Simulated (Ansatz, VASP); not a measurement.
# Tl in VASP and in Ansatz

```
Tl
1.0
     3.42144    0.00000    0.00000
    -1.71072    2.96305    0.00000
     0.00000    0.00000    5.52500
Tl
2
Direct
  0.66667 0.33333 0.75000
  0.33333 0.66667 0.25000
```

Alike in both runs: task single point; functional PBE; k mesh 8 × 8 × 4; occupations fermi-dirac, width 0.05 eV; no spin polarisation.

|  | VASP | Ansatz |
| --- | --- | --- |
| version | VASP 6.6.1 | Ansatz 0.2.0 |
| potentials or method | VASP PAW PBE potentials, release 64 (Tl_d) | Ansatz PAW |
| plane-wave cutoff (eV) | 520 | 420 |
| valence electrons in the cell | 26 | 26 |

|  | VASP | Ansatz | Ansatz less VASP |
| --- | --- | --- | --- |
| gap on the k mesh at the Fermi level (eV) | none | none | - |
| pressure (GPa) | 4.6 | 4.7 | +0.07 |

A gap of «none» marks a metal or a gap that the smearing closes.

Neither program's run includes spin-orbit coupling.
